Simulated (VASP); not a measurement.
# Ge (Fd-3m) in VASP: notebook

The runs below take Ge through single point, with r2SCAN.

Program: VASP 6.6.1. These are calculated values, not measurements. Logs are shortened: lines on timing, memory, paths and dates and some standing lists are left out, and cuts for length are marked.

**What was measured.**

“Electronic and optical properties of SixGe1-x-ySny alloys lattice-matched to Ge”, 2021, arxiv:2109.02782 reports, for a bulk crystal of Ge at 300 K: band gap 0.807 eV (direct).

From “Temperature-dependent photoluminescence in Ge: experiment and theory”, 2020, arxiv:2003.00143, for a bulk crystal of Ge at 0 K: band gap 0.744 eV (indirect).

How close the calculation comes is told below.

## Step 1: The cell of the first run

Symmetry: Fd-3m, No. 227, cubic system. Conventional cell: a = 5.675 Å, b = 5.675 Å, c = 5.675 Å, α = 90.00°, β = 90.00°, γ = 90.00°. Ge (site symmetry -43m) has 4 Ge at 2.46 Å within 3.2 Å.

## Step 2: Single point, r2SCAN

POSCAR

```
Ge
1.0
    0.0000000000      2.8375026870      2.8375026870
    2.8375026870      0.0000000000      2.8375026870
    2.8375026870      2.8375026870      0.0000000000
Ge
2
Direct
    0.5000000000      0.5000000000      0.5000000000
    0.7500000000      0.7500000000      0.7500000000
```

INCAR.step1

```
SYSTEM = Ge
ALGO = Normal
EDIFF = 1E-4
ENCUT = 520
GGA = PE
ISMEAR = 0
LASPH = .TRUE.
LCHARG = .FALSE.
LREAL = .FALSE.
LWAVE = .TRUE.
NBANDS = 21
NELM = 60
PREC = Accurate
SIGMA = 0.03
```

INCAR.step2

```
SYSTEM = Ge
ALGO = Normal
EDIFF = 1E-6
ENCUT = 520
ISIF = 2
ISMEAR = 0
ISTART = 1
LASPH = .TRUE.
LCHARG = .FALSE.
LMIXTAU = .TRUE.
LREAL = .FALSE.
LWAVE = .FALSE.
METAGGA = R2SCAN
NBANDS = 21
NELM = 60
PREC = Accurate
SIGMA = 0.03
```

KPOINTS

```
k-points
0
G
  10 10 10
  0 0 0
```

Potentials or basis: VASP PAW PBE potentials, release 64 (Ge_d).

Started as:

```console
$ cat potpaw_PBE.64/Ge_d/POTCAR > POTCAR
$ cp INCAR.step1 INCAR
$ mpirun -np 1 vasp_std > vasp.out
$ cp INCAR.step2 INCAR
$ mpirun -np 1 vasp_std > vasp.out
```

OUTCAR:

```text
SYSTEM = Ge
   EDIFF = 1E-6
   ENCUT = 520
   ISIF = 2
   ISMEAR = 0
   ISTART = 1
   LASPH = .TRUE.
   LREAL = .FALSE.
   METAGGA = R2SCAN
   NELM = 60
   PREC = Accurate

 ion  position               nearest neighbor table
   1  0.500  0.500  0.500-   2 2.46   2 2.46   2 2.46   2 2.46
   2  0.750  0.750  0.750-   1 2.46   1 2.46   1 2.46   1 2.46

  LATTYP: Found a face centered cubic cell.
 ALAT       =     5.6750053740

  Lattice vectors:

 A1 = (   0.0000000000,   2.8375026870,   2.8375026870)
 A2 = (   2.8375026870,   0.0000000000,   2.8375026870)
 A3 = (   2.8375026870,   2.8375026870,   0.0000000000)

Analysis of symmetry for initial positions (statically):
=====================================================================
 Subroutine PRICEL returns:
 Original cell was already a primitive cell.

 Routine SETGRP: Setting up the symmetry group for a
 face centered cubic supercell.

 Subroutine GETGRP returns: Found 48 space group operations
 (whereof 24 operations were pure point group operations)
 out of a pool of 48 trial point group operations.

The static configuration has the point symmetry T_d .
 The point group associated with its full space group is O_h .

Analysis of symmetry for dynamics (positions and initial velocities):
=====================================================================
 Subroutine PRICEL returns:
 Original cell was already a primitive cell.

 Routine SETGRP: Setting up the symmetry group for a
 face centered cubic supercell.

 Subroutine GETGRP returns: Found 48 space group operations
 (whereof 24 operations were pure point group operations)
 out of a pool of 48 trial point group operations.

The dynamic configuration has the point symmetry T_d .
 The point group associated with its full space group is O_h .

 Subroutine INISYM returns: Found 48 space group operations
 (whereof 24 operations are pure point group operations),
 and found     1 'primitive' translations

----------------------------------------------------------------------------------------

                                     Primitive cell

  volume of cell :      45.6919

  direct lattice vectors                    reciprocal lattice vectors
     0.000000000  2.837502687  2.837502687    -0.176211287  0.176211287  0.176211287
     2.837502687  0.000000000  2.837502687     0.176211287 -0.176211287  0.176211287
     2.837502687  2.837502687  0.000000000     0.176211287  0.176211287 -0.176211287

  length of vectors
     4.012834783  4.012834783  4.012834783     0.305206902  0.305206902  0.305206902

  position of ions in fractional coordinates (direct lattice)
     0.500000000  0.500000000  0.500000000
     0.750000000  0.750000000  0.750000000

  ion indices of the primitive-cell ions
   primitive index   ion index
                 1           1
                 2           2

----------------------------------------------------------------------------------------

 KPOINTS: k-points

Automatic generation of k-mesh.
 Grid dimensions read from file:
 generate k-points for:   10   10   10

 Generating k-lattice:

  Cartesian coordinates                     Fractional coordinates (reciprocal lattice)
    -0.017621129  0.017621129  0.017621129     0.100000000  0.000000000  0.000000000
     0.017621129 -0.017621129  0.017621129     0.000000000  0.100000000  0.000000000
     0.017621129  0.017621129 -0.017621129     0.000000000  0.000000000  0.100000000

  Length of vectors
     0.030520690  0.030520690  0.030520690

  Shift w.r.t. Gamma in fractional coordinates (k-lattice)
     0.000000000  0.000000000  0.000000000

 Subroutine IBZKPT returns following result:
 ===========================================

 Found     47 irreducible k-points:

 Following reciprocal coordinates:
            Coordinates               Weight
  0.000000  0.000000  0.000000      1.000000
  0.100000  0.000000  0.000000      8.000000
  0.200000  0.000000  0.000000      8.000000
  0.300000  0.000000  0.000000      8.000000
  0.400000  0.000000  0.000000      8.000000
  0.500000  0.000000  0.000000      4.000000
[... 16 lines left out ...]
  0.300000  0.300000  0.000000      6.000000
  0.400000  0.300000  0.000000     24.000000
 [... further k-points ...]
   k-points           NKPTS =     47   k-points in BZ     NKDIM =     47   number of bands    NBANDS=     21
   number of dos      NEDOS =    301   number of ions     NIONS =      2
   total plane-waves  NPLWV =  27000
   dimension x,y,z NGX =    30 NGY =   30 NGZ =   30
   dimension x,y,z NGXF=    60 NGYF=   60 NGZF=   60
   ions per type =               2
   NGX,Y,Z   is equivalent  to a cutoff of  12.43, 12.43, 12.43 a.u.
   NGXF,Y,Z  is equivalent  to a cutoff of  24.86, 24.86, 24.86 a.u.
 SYSTEM =  Ge
   PREC   = accura    normal or accurate (medium, high low for compatibility)
   ISTART =      1    job   : 0-new  1-cont  2-samecut
   ICHARG =      0    charge: 1-file 2-atom 10-const
   ISPIN  =      1    spin polarized calculation?
   LNONCOLLINEAR =      F non collinear calculations
   LSORBIT =      F    spin-orbit coupling
   LASPH  =      T    aspherical Exc in radial PAW
   ENCUT  =  520.0 eV  38.22 Ry    6.18 a.u.   7.46  7.46  7.46*2*pi/ulx,y,z
   NELM   =     60;   NELMIN=  2; NELMDL=  0     # of ELM steps
   EDIFF  = 0.1E-05   stopping-criterion for ELM
   LREAL  =      F    real-space projection
[... 7 lines left out ...]
   TEBEG  =    0.0;   TEEND  =   0.0 temperature during run
   PSTRESS=    0.0 pullay stress
   NELECT =      28.0000    total number of electrons
   NUPDOWN=      -1.0000    fix difference up-down
   EMIN   =  10.00;   EMAX   =-10.00  energy-range for DOS
   EFERMI =   0.00;   METHOD = LEGACY
   ISMEAR =     0;   SIGMA  =   0.03  broadening in eV -4-tet -1-fermi 0-gaus
   EFERMI_NEDOS =   21; number of points for ismear=-14 and -15
   IALGO  =     38    algorithm
   IMIX   =      4    mixing-type and parameters
     AMIX     =   0.40;   BMIX     =  1.00
     AMIX_MAG =   1.60;   BMIX_MAG =  1.00
  volume/ion in A,a.u.               =      22.85       154.17
  Fermi-wavevector in a.u.,A,eV,Ry     =   1.390533  2.627726 26.307972  1.933581
  Thomas-Fermi vector in A             =   2.514459
   LORBIT       =      0    0 simple, 1 ext, 2 COOP (PROOUT), +10 PAW based schemes
   METAGGA = R2SCAN    functional components
   LHFCALC =     F    Hartree Fock is set to
   AEXX    =    0.0000 exact exchange contribution
   IVDW    =     0    specifies the selected vdW correction
   LEPSILON=     F    determine dielectric tensor
   LRPA    =     F    only Hartree local field effects (RPA)
 non-spin polarized calculation
 Gauss-broadening in eV      SIGMA  =   0.03
  energy-cutoff  :      520.00
  volume of cell :       45.69
 maximum number of plane-waves:      1249
 NGX is ok and might be reduce to    30
   NGX = 15   NGY = 15   NGZ = 15

 number of electron      28.0000014 magnetization

 Free energy of the ion-electron system (eV)
  ---------------------------------------------------
  ext. energy  EPLUGINS =         0.00000000
  ---------------------------------------------------
  free energy    TOTEN  =       -27.74257855 eV

  energy without entropy =      -27.74257855  energy(sigma->0) =      -27.74257855

 E-fermi :   4.8425     XC(G=0): -10.7718

 val. band max:        4.7121291552   @ k =   0.0000   0.0000   0.0000
 cond. band min:       5.0281205629   @ k =   0.0000   0.0000   0.0000
 fundamental gap:      0.3159914077
 Fermi energy:         4.8425047578

 k-point     1 :       0.0000    0.0000    0.0000
  band No.  band energies     occupation
      1     -20.7697      2.00000
      2     -20.7697      2.00000
      3     -20.7697      2.00000
      4     -20.7311      2.00000
      5     -20.7311      2.00000
      6     -20.5185      2.00000
[... 13 lines left out ...]
     20      14.6248      0.00000
     21      14.6248      0.00000

 k-point     2 :       0.1000    0.0000    0.0000
  band No.  band energies     occupation
      1     -20.7755      2.00000
      2     -20.7755      2.00000
      3     -20.7681      2.00000
      4     -20.7230      2.00000
      5     -20.7230      2.00000
      6     -20.5258      2.00000
[... 13 lines left out ...]
     20      13.9438      0.00000
     21      13.9438      0.00000

 k-point     3 :       0.2000    0.0000    0.0000
  band No.  band energies     occupation
      1     -20.7846      2.00000
      2     -20.7846      2.00000
      3     -20.7637      2.00000
      4     -20.7084      2.00000
      5     -20.7084      2.00000
      6     -20.5369      2.00000
[... 13 lines left out ...]
     20      13.4380      0.00000
     21      13.4380      0.00000

 k-point     4 :       0.3000    0.0000    0.0000
  band No.  band energies     occupation
      1     -20.7908      2.00000
      2     -20.7908      2.00000
      3     -20.7582      2.00000
      4     -20.6964      2.00000
      5     -20.6964      2.00000
      6     -20.5448      2.00000
[... 13 lines left out ...]
     20      13.8293      0.00000
     21      13.8294      0.00000

 k-point     5 :       0.4000    0.0000    0.0000
  band No.  band energies     occupation
      1     -20.7938      2.00000
      2     -20.7938      2.00000
      3     -20.7537      2.00000
      4     -20.6899      2.00000
      5     -20.6899      2.00000
      6     -20.5483      2.00000
[... 13 lines left out ...]
     20      15.1154      0.00000
     21      15.1155      0.00000
[... 382 lines left out ...]
     20      14.5913      0.00000
     21      16.7238      0.00000

 k-point    22 :      -0.2000    0.2000    0.0000
  band No.  band energies     occupation
      1     -20.7998      2.00000
      2     -20.7993      2.00000
      3     -20.7422      2.00000
      4     -20.6977      2.00000
      5     -20.6737      2.00000
      6     -20.5709      2.00000
[... 13 lines left out ...]
     20      15.1805      0.00000
     21      15.7069      0.00000

 k-point    23 :       0.3000    0.3000    0.0000
  band No.  band energies     occupation
      1     -20.7933      2.00000
      2     -20.7933      2.00000
      3     -20.7703      2.00000
      4     -20.6814      2.00000
      5     -20.6393      2.00000
      6     -20.6294      2.00000
[... 13 lines left out ...]
     20      16.2299      0.00000
     21      16.5718      0.00000

 k-point    24 :       0.4000    0.3000    0.0000
  band No.  band energies     occupation
      1     -20.8039      2.00000
      2     -20.7980      2.00000
      3     -20.7534      2.00000
      4     -20.6657      2.00000
      5     -20.6474      2.00000
      6     -20.6216      2.00000
[... 13 lines left out ...]
     20      17.0049      0.00000
     21      17.0247      0.00000

 [... further k-points ...]

------------------------ aborting loop because EDIFF is reached ----------------------------------------

  FORCE on cell =-STRESS in cart. coord.  units (eV):
  Direction    XX          YY          ZZ          XY          YZ          ZX
  --------------------------------------------------------------------------------------
  -------------------------------------------------------------------------------------
  Total        0.0092708      0.0092708      0.0092708      0.0000000      0.0000000      0.0000000
  in kB        0.3250785      0.3250785      0.3250785      0.0000000      0.0000000      0.0000000
  external PRESSURE =       0.3250785 kB  Pullay stress =       0.0000000 kB

 VOLUME and BASIS-vectors are now :
 -----------------------------------------------------------------------------
  energy-cutoff  :      520.00
  volume of cell :       45.69
      direct lattice vectors                 reciprocal lattice vectors
     0.000000000  2.837502687  2.837502687    -0.176211287  0.176211287  0.176211287
     2.837502687  0.000000000  2.837502687     0.176211287 -0.176211287  0.176211287
     2.837502687  2.837502687  0.000000000     0.176211287  0.176211287 -0.176211287

 POSITION                                       TOTAL-FORCE (eV/Angst)
 -----------------------------------------------------------------------------------
      2.83750      2.83750      2.83750        -0.000000     -0.000000     -0.000000
      4.25625      4.25625      4.25625         0.000000      0.000000      0.000000
 -----------------------------------------------------------------------------------
    total drift:                                0.000000     -0.000000     -0.000000

  FREE ENERGIE OF THE ION-ELECTRON SYSTEM (eV)
  ---------------------------------------------------
  free  energy   TOTEN  =       -27.7425785486 eV

  energy  without entropy=      -27.7425785486  energy(sigma->0) =      -27.74257855
```

Run time: 1.7 min. Hardware: 1 thread of Intel Xeon 6975P-C (Granite Rapids), shared host; peak memory 0.18 GiB.

Results:

```yaml
Free_energy: -27.7426 eV
Pressure: 0.0 GPa
Band_gap_on_the_k_mesh: 0.32 eV
```

Levels at points of the mesh, in eV from the valence-band top:
| k point | band 11 | band 12 | band 13 | band 14 | band 15 | band 16 | band 17 | band 18 |
| --- | --- | --- | --- | --- | --- | --- | --- | --- |
| (0.00, 0.00, 0.00) | -13.23 | 0.00 | 0.00 | 0.00 | 0.32 | 2.71 | 2.71 | 2.71 |
| (0.50, 0.00, 0.00) | -11.06 | -7.82 | -1.47 | -1.47 | 0.41 | 3.99 | 3.99 | 7.65 |
| (0.50, 0.50, 0.00) | -9.18 | -9.18 | -3.19 | -3.19 | 0.98 | 0.98 | 10.03 | 10.03 |

Caveat: the PAW data sets were made with another functional, which shifts forces and pressure a little.

(Continued in part 2 of 2.)
